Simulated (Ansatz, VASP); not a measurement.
# CdTe: VASP beside Ansatz

```
Cd Te
1.0
     0.00000    3.20500    3.20500
     3.20500    0.00000    3.20500
     3.20500    3.20500    0.00000
Cd Te
1 1
Direct
  0.00000 0.00000 0.00000
  0.75000 0.75000 0.75000
```

Alike in both runs: functional LDA; k mesh 8 × 8 × 8; occupations gaussian, width 0.02 eV; no spin polarisation.

Ansatz relaxed the structure, and its values are those at the end. VASP's run is a single point on that final structure, the one shown.

```csv
,VASP,Ansatz
version,VASP 6.6.1,Ansatz 0.2.0
potentials or method,"VASP PAW LDA potentials, release 64 (Cd, Te), cutoff 520 eV","scalar-relativistic, plane waves, PAW"
valence electrons in the cell,18,36
```

|  | VASP | Ansatz | Ansatz less VASP |
| --- | --- | --- | --- |
| gap on the k mesh at the Fermi level (eV) | 0.65 | 0.61 | -0.042 |
| least direct gap on the mesh (eV) | 0.65 | 0.61 | -0.042 |
| pressure (GPa) | 0.2 | 0.0 | -0.26 |

Ansatz warns that its potentials were made for another functional, while VASP's fit it. LDA's correlation is that of Perdew and Zunger in VASP and of Perdew and Wang (1992) in Ansatz. VASP's potentials hold 18 valence electrons a cell and Ansatz's 36, so a difference there can come from the potentials and not from the codes.

Spin-orbit coupling is off throughout.
